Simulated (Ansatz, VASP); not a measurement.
**Li2S in VASP and in Ansatz**

The input INCAR:

```
SYSTEM = Li2S
  PREC = Accurate
  ENCUT = 750
  EDIFF = 1E-7
  ISMEAR = 0
  SIGMA = 0.01
  LREAL = .FALSE.
  LASPH = .TRUE.
  NELM = 120
  ALGO = Normal
  ISIF = 3
  LWAVE = .FALSE.
  LCHARG = .FALSE.
  GGA = RP
  IBRION = 2
  NSW = 80
  EDIFFG = -0.01
  GGA_COMPAT = .FALSE.
  NELMIN = 4
```

The input KPOINTS:

```
regular mesh
0
G
  6 6 6
  0 0 0
```

Contents of POSCAR:

```
Li2S
1.0
    4.0227300000      0.0000000000      0.0000000000
    2.0113650000      3.4837863726      0.0000000000
    2.0113650000      1.1612621242      3.2845452910
Li S
2 1
Direct
    0.2500000000      0.2500000000      0.2500000000
    0.7500000000      0.7500000000      0.7500000000
    0.0000000000      0.0000000000      0.0000000000
```

Input for Ansatz:

```yaml
crystal:
  lattice:
    - [4.02273, 0.0, 0.0]
    - [2.0113650000000005, 3.483786372565775, 0.0]
    - [2.0113650000000005, 1.1612621241885919, 3.284545290995391]
  atoms:
    - { symbol: Li, position: [0.25000000000000006, 0.25, 0.24999999999999997] }
    - { symbol: Li, position: [0.75, 0.7500000000000001, 0.7499999999999999] }
    - { symbol: S, position: [0.0, 0.0, 0.0] }
basis:
  ecutwfc: 476.19925930478996
kpoints:
  mp_grid:
    grid: [6, 6, 6]
hamiltonian:
  xc: rpbe
  dispersion: none
scf:
  occupations:
    method: fixed
relax:
  cell: {}
```

Alike in both runs: task relaxation of cell and atoms; functional RPBE; k mesh 6 × 6 × 6; no spin polarisation.

|  | VASP | Ansatz |
| --- | --- | --- |
| version | VASP 6.6.1 | Ansatz 0.2.0 |
| potentials or method | VASP PAW PBE potentials, release 64 (Li_sv, S), cutoff 750 eV | plane waves, PAW |
| occupations | gaussian, width 0.01 eV | fixed |
| valence electrons in the cell | 12 | 12 |

VASP gave:

- relaxed volume (Å³/atom): 16.00
- relaxed cell length with the largest relative difference (Å): 4.080

What did Ansatz give for the same quantities?

Relaxed volume (Å³/atom): 16.10; relaxed cell length with the largest relative difference (Å): 4.088.

VASP's potentials were made for PBE, not for RPBE.
